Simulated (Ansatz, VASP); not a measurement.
## Two plane-wave programs on Ca

```
Ca
1.0
     0.00000    4.30910    4.30910
     4.30910    0.00000    4.30910
     4.30910    4.30910    0.00000
Ca
2
Direct
  0.50000 0.50000 0.50000
  0.75000 0.75000 0.75000
```

Alike in both runs: functional PBE; k mesh 12 × 12 × 12; occupations gaussian, width 0.1 eV; no spin polarisation.

Ansatz relaxed the structure, and its values are those at the end. VASP's run is a single point on that final structure, the one shown.

|  | VASP | Ansatz |
| --- | --- | --- |
| version | VASP 6.6.1 | Ansatz 0.2.0 |
| potentials or method | VASP PAW PBE potentials, release 64 (Ca_sv), cutoff 520 eV | scalar-relativistic, plane waves, PAW |
| valence electrons in the cell | 20 | 20 |

|  | VASP | Ansatz | Ansatz less VASP |
| --- | --- | --- | --- |
| gap on the k mesh at the Fermi level (eV) | none | none | - |
| pressure (GPa) | 0.0 | 0.0 | +0.01 |

A gap of «none» marks a metal or a gap that the smearing closes.
